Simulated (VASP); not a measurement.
Set up this calculation in VASP 6.6.1, as the native input.

* Task: single point
* Functional: PBE
* Potentials or basis: VASP PAW PBE potentials, release 64 (B, N)
* Cutoff: 520 eV
* k mesh: 8 × 8 × 8
* Occupations: gaussian, width 0.01 eV
* Spin: no spin polarisation
* Dipole correction: no
* Further INCAR settings: ALGO = Normal; EDIFF = 1e-06; NBANDS = 11

The structure of BN lies in POSCAR:

```
BN
1.0
    0.0000000000      1.8048242572      1.8048242572
    1.8048242572      0.0000000000      1.8048242572
    1.8048242572      1.8048242572      0.0000000000
B N
1 1
Direct
    0.0000000000      0.0000000000      0.0000000000
    0.7500000000      0.7500000000      0.7500000000
```

One way to write it, as run:

INCAR

```
SYSTEM = BN
PREC = Accurate
ENCUT = 520
EDIFF = 1E-6
ISMEAR = 0
SIGMA = 0.01
LREAL = .FALSE.
LASPH = .TRUE.
NELM = 80
ALGO = Normal
ISIF = 2
LWAVE = .FALSE.
LCHARG = .FALSE.
GGA = PE
NBANDS = 11
```

KPOINTS

```
Automatic mesh
0
G
  8 8 8
  0 0 0
```

Potentials or basis: VASP PAW PBE potentials, release 64 (B, N).

Launch:

```console
$ cat potpaw_PBE.64/B/POTCAR potpaw_PBE.64/N/POTCAR > POTCAR
$ mpirun -np 1 vasp_std > vasp.out
```

Results of the run:

```
Pressure               : 5.0 GPa
Band gap on the k mesh : 4.46 eV, indirect (least direct gap 8.84 eV)
```

It took 2 s on 1 thread of Intel(R) Xeon(R) 6975P-C (Granite Rapids), with other jobs on the host, peak memory 0.11 GiB.
